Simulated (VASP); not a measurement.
# ZnO (P6_3mc) in VASP: settings compared

The runs below take ZnO through single point, with PBE, LDA, r2SCAN.

Program: VASP 6.6.1. These are calculated values, not measurements. Logs are shortened: lines on timing, memory, paths and dates and some standing lists are left out, and cuts for length are marked.

## Step 1: The cell of the first run

The structure is hexagonal, space group P6_3mc (No. 186). The conventional cell has a = 3.235 Å, b = 3.235 Å, c = 5.211 Å, α = 90.00°, β = 90.00°, γ = 120.00°. Zn (site symmetry 3m) has 4 O at 1.97 to 1.98 Å within 2.6 Å. O (site symmetry 3m) has 4 Zn at 1.97 to 1.98 Å within 2.6 Å.

## Step 2: Single point, PBE

The input, INCAR:

```
SYSTEM = ZnO
PREC     = Accurate       ! precision mode
ENCUT    = 520            ! plane-wave cutoff, eV
EDIFF    = 1E-7           ! SCF threshold, eV
ISMEAR   = -1             ! smearing method
SIGMA    = 0.02           ! smearing width, eV
LREAL    = .False.        ! projectors in reciprocal space
LASPH    = .True.         ! aspherical terms in the spheres
NELM     = 60             ! most SCF steps
ALGO     = Normal         ! electronic algorithm
ISIF     = 2              ! what is computed and relaxed
LWAVE    = .False.        ! write WAVECAR
LCHARG   = .True.         ! write CHGCAR
GGA      = PE             ! functional
LELF     = .True.         ! ELF
LVHAR    = .True.       
NBANDS   = 26             ! bands
```

The input, KPOINTS:

```
Automatic mesh
0
Gamma
  12 12 6
  0 0 0
```

The input, POSCAR:

```
ZnO
1.0
    3.2353406703      0.0000000001      0.0000000000
   -1.6176703352      2.8018872104      0.0000000000
    0.0000000000      0.0000000000      5.2109522595
Zn O
2 2
Direct
    0.3333333333      0.6666666667     -0.0023477325
    0.6666666667      0.3333333333      0.4976522675
    0.3333333333      0.6666666667      0.3773477325
    0.6666666667      0.3333333333      0.8773477325
```

Potentials or basis: VASP PAW PBE potentials, release 64 (Zn, O).

Started as:

```console
cat potpaw_PBE.64/Zn/POTCAR potpaw_PBE.64/O/POTCAR > POTCAR
mpirun -np 1 vasp_std > vasp.out
```

OUTCAR:

```text
SYSTEM = ZnO
   PREC = Accurate
   ENCUT = 520
   EDIFF = 1E-7
   ISMEAR = -1
   LREAL = .False.
   LASPH = .True.
   NELM = 60
   ISIF = 2
   GGA = PE

 ion  position               nearest neighbor table
   1  0.333  0.667  0.998-   4 1.97   4 1.97   4 1.97   3 1.98
   2  0.667  0.333  0.498-   3 1.97   3 1.97   3 1.97   4 1.98
   3  0.333  0.667  0.377-   2 1.97   2 1.97   2 1.97   1 1.98
   4  0.667  0.333  0.877-   1 1.97   1 1.97   1 1.97   2 1.98

  LATTYP: Found a hexagonal cell.
 ALAT       =     3.2353406703
 C/A-ratio  =     1.6106347957

  Lattice vectors:

 A1 = (   3.2353406703,   0.0000000001,   0.0000000000)
 A2 = (  -1.6176703352,   2.8018872104,   0.0000000000)
 A3 = (   0.0000000000,   0.0000000000,   5.2109522595)

Analysis of symmetry for initial positions (statically):
=====================================================================
 Subroutine PRICEL returns:
 Original cell was already a primitive cell.

 Routine SETGRP: Setting up the symmetry group for a
 hexagonal supercell.

 Subroutine GETGRP returns: Found 12 space group operations
 (whereof  6 operations were pure point group operations)
 out of a pool of 24 trial point group operations.

The static configuration has the point symmetry C_3v.
 The point group associated with its full space group is C_6v.

Analysis of symmetry for dynamics (positions and initial velocities):
=====================================================================
 Subroutine PRICEL returns:
 Original cell was already a primitive cell.

 Routine SETGRP: Setting up the symmetry group for a
 hexagonal supercell.

 Subroutine GETGRP returns: Found 12 space group operations
 (whereof  6 operations were pure point group operations)
 out of a pool of 24 trial point group operations.

The dynamic configuration has the point symmetry C_3v.
 The point group associated with its full space group is C_6v.

 Subroutine INISYM returns: Found 12 space group operations
 (whereof  6 operations are pure point group operations),
 and found     1 'primitive' translations

----------------------------------------------------------------------------------------

                                     Primitive cell

  volume of cell :      47.2376

  direct lattice vectors                    reciprocal lattice vectors
[... 82 lines left out ...]
   PREC   = accura    normal or accurate (medium, high low for compatibility)
   ISTART =      0    job   : 0-new  1-cont  2-samecut
   ICHARG =      2    charge: 1-file 2-atom 10-const
   ISPIN  =      1    spin polarized calculation?
   LNONCOLLINEAR =      F non collinear calculations
   LSORBIT =      F    spin-orbit coupling
   LASPH  =      T    aspherical Exc in radial PAW
   ENCUT  =  520.0 eV  38.22 Ry    6.18 a.u.   6.02  6.02  9.69*2*pi/ulx,y,z
   NELM   =     60;   NELMIN=  2; NELMDL= -5     # of ELM steps
   EDIFF  = 0.1E-06   stopping-criterion for ELM
   LREAL  =      F    real-space projection
   EDIFFG = 0.1E-05   stopping-criterion for IOM
   NSW    =      0    number of steps for IOM
   IBRION =     -1    ionic relax: 0-MD 1-quasi-New 2-CG
   NFREE  =      0    steps in history (QN), initial steepest desc. (CG)
   ISIF   =      2    stress and relaxation
   ISYM   =      2    0-nonsym 1-usesym 2-fastsym
   POTIM  = 0.5000    time-step for ionic-motion
   TEBEG  =    0.0;   TEEND  =   0.0 temperature during run
   PSTRESS=    0.0 pullay stress
   NELECT =      36.0000    total number of electrons
   NUPDOWN=      -1.0000    fix difference up-down
   EMIN   =  10.00;   EMAX   =-10.00  energy-range for DOS
   EFERMI =   0.00;   METHOD = LEGACY
   ISMEAR =    -1;   SIGMA  =   0.02  broadening in eV -4-tet -1-fermi 0-gaus
   EFERMI_NEDOS =   21; number of points for ismear=-14 and -15
   IALGO  =     38    algorithm
   IMIX   =      4    mixing-type and parameters
     AMIX     =   0.40;   BMIX     =  1.00
     AMIX_MAG =   1.60;   BMIX_MAG =  1.00
  volume/ion in A,a.u.               =      11.81        79.69
  Fermi-wavevector in a.u.,A,eV,Ry     =   1.495362  2.825825 30.424100  2.236108
  Thomas-Fermi vector in A             =   2.607517
   LORBIT       =      0    0 simple, 1 ext, 2 COOP (PROOUT), +10 PAW based schemes
   GGA     = PE    functional components
   LHFCALC =     F    Hartree Fock is set to
   AEXX    =    0.0000 exact exchange contribution
   IVDW    =     0    specifies the selected vdW correction
   LEPSILON=     F    determine dielectric tensor
   LRPA    =     F    only Hartree local field effects (RPA)
 non-spin polarized calculation
  energy-cutoff  :      520.00
  volume of cell :       47.24
 maximum number of plane-waves:      1296
   NGX = 13   NGY = 13   NGZ = 19

 number of electron      36.0000032 magnetization

 Free energy of the ion-electron system (eV)
  ---------------------------------------------------
  ext. energy  EPLUGINS =         0.00000000
  ---------------------------------------------------
  free energy    TOTEN  =       -17.80855312 eV

  energy without entropy =      -17.80855312  energy(sigma->0) =      -17.80855312

 E-fermi :   1.6836     XC(G=0): -10.9525

 val. band max:        1.2768495422   @ k =   0.0000   0.0000   0.0000
 cond. band min:       2.0703203889   @ k =   0.0000   0.0000   0.0000
 fundamental gap:      0.7934708466
 Fermi energy:         1.6836417644

 k-point     1 :       0.0000    0.0000    0.0000
  band No.  band energies     occupation
      1     -16.8801      2.00000
      2     -16.1462      2.00000
      3      -4.4617      2.00000
      4      -4.4617      2.00000
      5      -4.4233      2.00000
      6      -4.4080      2.00000
[... 685 lines left out ...]
     25      14.7561      0.00000
     26      15.3580      0.00000

 [... further k-points ...]
[... 5 lines left out ...]
  --------------------------------------------------------------------------------------
  -------------------------------------------------------------------------------------
  Total        2.1035075      2.1035075      2.1379291      0.0000000      0.0000000      0.0000000
  in kB       71.3455483     71.3455483     72.5130401      0.0000000      0.0000000      0.0000000
  external PRESSURE =      71.7347122 kB  Pullay stress =       0.0000000 kB

 VOLUME and BASIS-vectors are now :
 -----------------------------------------------------------------------------
  energy-cutoff  :      520.00
  volume of cell :       47.24
      direct lattice vectors                 reciprocal lattice vectors
     3.235340670  0.000000000  0.000000000     0.309086462  0.178451152  0.000000000
    -1.617670335  2.801887210  0.000000000    -0.000000000  0.356902304  0.000000000
     0.000000000  0.000000000  5.210952259     0.000000000  0.000000000  0.191903504

 POSITION                                       TOTAL-FORCE (eV/Angst)
 -----------------------------------------------------------------------------------
     -0.00000      1.86792      5.19872         0.000000      0.000000      0.003186
      1.61767      0.93396      2.59324        -0.000000     -0.000000      0.003186
     -0.00000      1.86792      1.96634         0.000000      0.000000     -0.003186
      1.61767      0.93396      4.57182         0.000000      0.000000     -0.003186
 -----------------------------------------------------------------------------------
    total drift:                                0.000001      0.000001     -0.004311

  FREE ENERGIE OF THE ION-ELECTRON SYSTEM (eV)
  ---------------------------------------------------
  free  energy   TOTEN  =       -17.8085531158 eV

  energy  without entropy=      -17.8085531158  energy(sigma->0) =      -17.80855312
```

Run time: 30 s. Hardware: 1 thread of Intel Xeon 6975P-C (Granite Rapids), shared host; peak memory 0.21 GiB.

Results:

```yaml
Free_energy: -17.8086 eV
Pressure: 7.2 GPa
Largest_force: 0.003 eV/Å
Band_gap_on_the_k_mesh: 0.79 eV, direct
```

Forces in eV/Å, atoms in the order of the input:
```
Zn   0.000  0.000  0.003
Zn   0.000  0.000  0.003
O    0.000  0.000 -0.003
O    0.000  0.000 -0.003
```

Stress tensor (GPa, compression positive):
```
7.13 0.00 0.00
0.00 7.13 0.00
0.00 0.00 7.25
```

A hybrid or GW would open this gap; PBE tends to underestimate it.

## Step 3: Single point, LDA

The input, INCAR:

```
  PREC = Accurate
  ENCUT = 520
  EDIFF = 1E-6
  ISMEAR = 0
  SIGMA = 0.01
  LREAL = F
  LASPH = T
  NELM = 60
  ALGO = Normal
  ISIF = 2
  LWAVE = F
  LCHARG = F
  GGA = CA
  NBANDS = 26
```

The input, KPOINTS:

```
Automatic mesh
0
Gamma
  12 12 6
```

POSCAR is that of step 2.

Potentials or basis: VASP PAW LDA potentials, release 64 (Zn, O).

Started as:

```console
cat potpaw_LDA.64/Zn/POTCAR potpaw_LDA.64/O/POTCAR > POTCAR
mpirun -np 1 vasp_std > vasp.out
```

Run time: 26 s. Hardware: 1 thread of Intel Xeon 6975P-C (Granite Rapids), shared host; peak memory 0.19 GiB.

Results (log left out):

- Free energy: -21.1353 eV
- Pressure: -5.0 GPa
- Largest force: 0.009 eV/Å
- Band gap on the k mesh: 0.75 eV, direct

Forces on the atoms (eV/Å):
```
Zn   0.000  0.000  0.009
Zn   0.000  0.000  0.009
O    0.000  0.000 -0.009
O    0.000  0.000 -0.009
```

Stress tensor (GPa, compression positive):
```
-5.14  0.00  0.00
 0.00 -5.14  0.00
 0.00  0.00 -4.82
```

Levels at points of the mesh, in eV from the valence-band top:
```
           k point  band 15  band 16  band 17  band 18  band 19  band 20  band 21  band 22
(0.00, 0.00, 0.00)    -0.81    -0.09     0.00     0.00     0.75     5.12     8.09    12.72
(0.50, 0.00, 0.00)    -2.89    -2.32    -1.32    -0.86     5.71     6.72     7.43     8.41
(0.00, 0.00, 0.50)    -0.40    -0.40    -0.40    -0.40     3.40     3.40     9.91     9.91
(0.50, 0.00, 0.50)    -1.54    -1.54    -1.40    -1.40     5.58     5.58     8.34     8.34
```

## Step 4: Single point, PBE

This run uses another cell than the first one, of 12.33 Å³/atom, 1.044 times its volume.

The input, INCAR:

```
SYSTEM = ZnO
PREC = Accurate
ENCUT = 520
EDIFF = 1E-6
ISMEAR = -1
SIGMA = 0.02
LREAL = .FALSE.
LASPH = .TRUE.
NELM = 60
ALGO = Normal
ISIF = 2
LWAVE = .FALSE.
LCHARG = .FALSE.
GGA = PE
NBANDS = 26
```

The input, KPOINTS:

```
Automatic mesh
0
G
  12 12 6
  0 0 0
```

The input, POSCAR:

```
ZnO
1.0
    3.2793887296      0.0000000000      0.0000000000
   -1.6396943649      2.8400339487      0.0000000000
    0.0000000000      0.0000000000      5.2939075206
Zn O
2 2
Direct
    0.3333333333      0.6666666667     -0.0020276136
    0.6666666667      0.3333333333      0.4979723864
    0.3333333333      0.6666666667      0.3770276136
    0.6666666667      0.3333333333      0.8770276136
```

Potentials or basis: VASP PAW PBE potentials, release 64 (Zn, O).

Started as:

```console
cat potpaw_PBE.64/Zn/POTCAR potpaw_PBE.64/O/POTCAR > POTCAR
mpirun -np 1 vasp_std > vasp.out
```

Run time: 27 s. Hardware: 1 thread of Intel Xeon 6975P-C (Granite Rapids), shared host; peak memory 0.21 GiB.

It converged, with:

```
Free energy            : -17.8610 eV
Pressure               : 0.9 GPa
Band gap on the k mesh : 0.73 eV, direct
```

Levels at points of the mesh, in eV from the valence-band top:
```
           k point  band 15  band 16  band 17  band 18  band 19  band 20  band 21  band 22
(0.00, 0.00, 0.00)    -0.75    -0.08     0.00     0.00     0.73     5.09     8.07    12.73
(0.50, 0.00, 0.00)    -2.72    -2.14    -1.23    -0.79     5.62     6.82     7.52     8.27
(0.00, 0.00, 0.50)    -0.37    -0.37    -0.37    -0.37     3.36     3.36     9.91     9.91
(0.50, 0.00, 0.50)    -1.43    -1.43    -1.32    -1.32     5.64     5.64     8.23     8.23
```

## Step 5: Single point, r2SCAN

The input, POSCAR:

```
ZnO
1.0
    3.2353406703      0.0000000001      0.0000000000
   -1.6176703352      2.8018872104      0.0000000000
    0.0000000000      0.0000000000      5.2109522595
Zn O
2 2
Direct
    0.3333333333      0.6666666667     -0.0023477325
    0.6666666667      0.3333333333      0.4976522675
    0.3333333333      0.6666666667      0.3773477325
    0.6666666667      0.3333333333      0.8773477325
```

The input, INCAR.step1:

```
SYSTEM = ZnO
  ALGO = Normal
  EDIFF = 1E-4
  ENCUT = 520
  GGA = PE
  ISMEAR = -1
  LASPH = .True.
  LCHARG = .False.
  LREAL = .False.
  LWAVE = .True.
  NBANDS = 26
  NELM = 60
  PREC = Accurate
  SIGMA = 0.02
```

The input, INCAR.step2:

```
SYSTEM = ZnO
  ALGO = Normal
  EDIFF = 1E-6
  ENCUT = 520
  ISIF = 2
  ISMEAR = -1
  ISTART = 1
  LASPH = .True.
  LCHARG = .False.
  LMIXTAU = .True.
  LREAL = .False.
  LWAVE = .False.
  METAGGA = R2SCAN
  NBANDS = 26
  NELM = 60
  PREC = Accurate
  SIGMA = 0.02
```

The input, KPOINTS:

```
k-points
0
Gamma
  12 12 4
  0 0 0
```

Potentials or basis: VASP PAW PBE potentials, release 64 (Zn, O).

Started as:

```console
cat potpaw_PBE.64/Zn/POTCAR potpaw_PBE.64/O/POTCAR > POTCAR
cp INCAR.step1 INCAR
mpirun -np 1 vasp_std > vasp.out
cp INCAR.step2 INCAR
mpirun -np 1 vasp_std > vasp.out
```

OUTCAR:

```text
SYSTEM = ZnO
   EDIFF = 1E-6
   ENCUT = 520
   ISIF = 2
   ISMEAR = -1
   ISTART = 1
   LASPH = .True.
   LREAL = .False.
   METAGGA = R2SCAN
   NELM = 60
   PREC = Accurate

 ion  position               nearest neighbor table
   1  0.333  0.667  0.998-   4 1.97   4 1.97   4 1.97   3 1.98
   2  0.667  0.333  0.498-   3 1.97   3 1.97   3 1.97   4 1.98
   3  0.333  0.667  0.377-   2 1.97   2 1.97   2 1.97   1 1.98
   4  0.667  0.333  0.877-   1 1.97   1 1.97   1 1.97   2 1.98

  LATTYP: Found a hexagonal cell.
 ALAT       =     3.2353406703
 C/A-ratio  =     1.6106347957

  Lattice vectors:
[... 886 lines left out ...]

 [... further k-points ...]
[... 5 lines left out ...]
  --------------------------------------------------------------------------------------
  -------------------------------------------------------------------------------------
  Total        0.2989592      0.2989592      0.3234834      0.0000000      0.0000000      0.0000000
  in kB       10.1399239     10.1399239     10.9717217      0.0000000      0.0000000      0.0000000
  external PRESSURE =      10.4171898 kB  Pullay stress =       0.0000000 kB

 VOLUME and BASIS-vectors are now :
 -----------------------------------------------------------------------------
  energy-cutoff  :      520.00
  volume of cell :       47.24
      direct lattice vectors                 reciprocal lattice vectors
     3.235340670  0.000000000  0.000000000     0.309086462  0.178451152  0.000000000
    -1.617670335  2.801887210  0.000000000    -0.000000000  0.356902304  0.000000000
     0.000000000  0.000000000  5.210952259     0.000000000  0.000000000  0.191903504

 POSITION                                       TOTAL-FORCE (eV/Angst)
 -----------------------------------------------------------------------------------
     -0.00000      1.86792      5.19872        -0.000000      0.000000      0.002910
      1.61767      0.93396      2.59324         0.000000     -0.000000      0.002910
     -0.00000      1.86792      1.96634         0.000000      0.000000     -0.002910
      1.61767      0.93396      4.57182        -0.000000     -0.000000     -0.002910
 -----------------------------------------------------------------------------------
    total drift:                                0.000001      0.000002     -0.001027

  FREE ENERGIE OF THE ION-ELECTRON SYSTEM (eV)
  ---------------------------------------------------
  free  energy   TOTEN  =       -36.3177027795 eV

  energy  without entropy=      -36.3177027795  energy(sigma->0) =      -36.31770278
```

OUTCAR.step1:

```text
SYSTEM = ZnO
   EDIFF = 1E-4
   ENCUT = 520
   GGA = PE
   ISMEAR = -1
   LASPH = .True.
   LREAL = .False.
   NELM = 60
[... 924 lines left out ...]
      1.61767      0.93396      2.59324        -0.000000      0.000000      0.003284
     -0.00000      1.86792      1.96634        -0.000000     -0.000000     -0.003284
      1.61767      0.93396      4.57182         0.000000     -0.000000     -0.003284
 -----------------------------------------------------------------------------------
    total drift:                                0.000001      0.000001     -0.004378

  FREE ENERGIE OF THE ION-ELECTRON SYSTEM (eV)
  ---------------------------------------------------
  free  energy   TOTEN  =       -17.8082561409 eV

  energy  without entropy=      -17.8082561409  energy(sigma->0) =      -17.80825614
```

Wall time 74 s (1 thread of Intel Xeon 6975P-C (Granite Rapids), shared host); peak memory 0.2 GiB.

Results:

- Free energy: -36.3177 eV
- Pressure: 1.0 GPa
- Band gap on the k mesh: 1.23 eV, direct

Forces on the atoms (eV/Å):
```
Zn   0.000  0.000  0.003
Zn   0.000  0.000  0.003
O    0.000  0.000 -0.003
O    0.000  0.000 -0.003
```

Caveat: the PAW data sets were made with another functional, which shifts forces and pressure a little. r2SCAN opens gaps a little over a GGA but as a rule still falls short of measured ones.

## Step 6: Summary

```csv
level,potentials or basis,cell,k mesh,smearing,gap on the mesh (eV),pressure (GPa)
PBE,"VASP PAW PBE potentials, release 64 (Zn, O)","a = 3.235, b = 3.235, c = 5.211 Å, angles 90.0, 90.0, 120.0°, 4 atoms",12 × 12 × 6,fermi-dirac 0.02 eV,0.79,7.2
LDA,"VASP PAW LDA potentials, release 64 (Zn, O)","a = 3.235, b = 3.235, c = 5.211 Å, angles 90.0, 90.0, 120.0°, 4 atoms",12 × 12 × 6,gaussian 0.01 eV,0.75,-5.0
PBE,"VASP PAW PBE potentials, release 64 (Zn, O)","a = 3.279, b = 3.279, c = 5.294 Å, angles 90.0, 90.0, 120.0°, 4 atoms",12 × 12 × 6,fermi-dirac 0.02 eV,0.73,0.9
r2SCAN,"VASP PAW PBE potentials, release 64 (Zn, O)","a = 3.235, b = 3.235, c = 5.211 Å, angles 90.0, 90.0, 120.0°, 4 atoms",12 × 12 × 4,fermi-dirac 0.02 eV,1.23,1.0
```

Alike in all rows: task single point; no spin polarisation; cutoff (eV) 520.

Caveats: the PAW data sets were made with another functional, which shifts forces and pressure a little (some runs).

Total energies depend on the potentials used, so only differences within one code and one set of settings carry meaning.
